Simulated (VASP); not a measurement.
## BN: single point with r2SCAN

BN:

```
CELL_PARAMETERS angstrom
2.54340 0.00000 0.00000
-1.27170 2.20265 0.00000
0.00000 0.00000 4.20699
ATOMIC_POSITIONS crystal
B 0.66667 0.33333 0.00016
B 0.33333 0.66667 0.50016
N 0.66667 0.33333 0.37484
N 0.33333 0.66667 0.87484
```

```
Program             : VASP 6.6.1
Task                : single point
Functional          : r2SCAN
Potentials or basis : VASP PAW PBE potentials, release 64 (B, N)
Cutoff              : 520 eV
k mesh              : 12 × 12 × 8
Occupations         : fermi-dirac, width 0.02 eV
Spin                : no spin polarisation
```

The pressure is 1.4 GPa, the largest force is 0.012 eV/Å and the band gap on the k mesh is 5.72 eV, indirect (least direct gap 8.99 eV).

Forces in eV/Å, atoms in the order of the input:
```
B    0.000  0.000  0.012
B    0.000  0.000  0.012
N    0.000  0.000 -0.012
N    0.000  0.000 -0.012
```

Levels at points of the mesh, in eV from the valence-band top:
| k point | band 6 | band 7 | band 8 | band 9 | band 10 | band 11 |
| --- | --- | --- | --- | --- | --- | --- |
| (0.00, 0.00, 0.00) | -0.26 | 0.00 | 0.00 | 9.08 | 9.08 | 9.31 |
| (0.50, 0.00, 0.00) | -5.20 | -4.53 | -2.20 | 7.30 | 8.61 | 11.39 |
| (0.00, 0.00, 0.50) | -1.22 | -1.22 | -1.22 | 10.25 | 10.25 | 10.69 |
| (0.50, 0.00, 0.50) | -3.93 | -3.72 | -3.72 | 7.20 | 7.20 | 10.72 |

Run time: 110 s on 1 thread of AMD EPYC 7R43 64-Core Processor (Zen 3), on a shared host, peak memory 0.12 GiB.

Caveat: the PAW data sets were made with another functional, which shifts forces and pressure a little. A k mesh can miss the band edges.
